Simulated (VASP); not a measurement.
A run of VASP 6.6.1 is set up as follows.

POSCAR

```
In2O3
1.0
    2.7539365886      1.5899860307      5.0960908785
   -2.7539365886      1.5899860307      5.0960908785
    0.0000000000     -3.1799720615      5.0960908785
In O
4 6
Direct
    0.3570704061      0.3570704061      0.3570704061
    0.1429295939      0.1429295939      0.1429295939
    0.6429295939      0.6429295939      0.6429295939
    0.8570704061      0.8570704061      0.8570704061
    0.5465740402      0.9534259598      0.2500000000
    0.2500000000      0.5465740402      0.9534259598
    0.9534259598      0.2500000000      0.5465740402
    0.4534259598      0.0465740402      0.7500000000
    0.7500000000      0.4534259598      0.0465740402
    0.0465740402      0.7500000000      0.4534259598
```

The input INCAR.step1:

```
SYSTEM = In2O3
ALGO = Normal
EDIFF = 1E-4
ENCUT = 520
GGA = PE
ISMEAR = 0
LASPH = .TRUE.
LCHARG = .FALSE.
LREAL = .FALSE.
LWAVE = .TRUE.
NBANDS = 55
NELM = 80
PREC = Accurate
SIGMA = 0.05
```

Contents of INCAR.step2:

```
SYSTEM = In2O3
ALGO = Normal
EDIFF = 1E-7
ENCUT = 520
ISIF = 2
ISMEAR = 0
ISTART = 1
LASPH = .TRUE.
LCHARG = .FALSE.
LMIXTAU = .TRUE.
LREAL = .FALSE.
LWAVE = .FALSE.
METAGGA = R2SCAN
NBANDS = 55
NELM = 80
PREC = Accurate
SIGMA = 0.05
```

KPOINTS

```
k-points
0
G
  6 6 6
  0 0 0
```

Potentials or basis: VASP PAW PBE potentials, release 64 (In_d, O).

Run with:

```bash
$ cat potpaw_PBE.64/In_d/POTCAR potpaw_PBE.64/O/POTCAR > POTCAR
$ cp INCAR.step1 INCAR
$ mpirun -np 1 vasp_std > vasp.out
$ cp INCAR.step2 INCAR
$ mpirun -np 1 vasp_std > vasp.out
```

**Question.** What does it give for the largest force?

**Answer.** 0.382 eV/Å.

**Question.** What does it give for the band gap on the k mesh?

**Answer.** 1.45 eV, indirect (least direct gap 1.46 eV).

**Question.** Predict the pressure.

**Answer.** -6.2 GPa.

Forces in eV/Å, atoms in the order of the input:
```
In   0.000  0.000 -0.382
In   0.000  0.000  0.382
In   0.000  0.000  0.382
In   0.000  0.000 -0.382
O   -0.037  0.000  0.000
O    0.018 -0.032  0.000
O    0.018  0.032  0.000
O    0.037  0.000  0.000
O   -0.018  0.032  0.000
O   -0.018 -0.032  0.000
```

Caveat: the cell differs from its parent crystal (strain +0.000 along x and y, +0.050 along z); the PAW data sets were made with another functional, which shifts forces and pressure a little; spin-orbit coupling is left out, which moves the levels of the heavy elements.
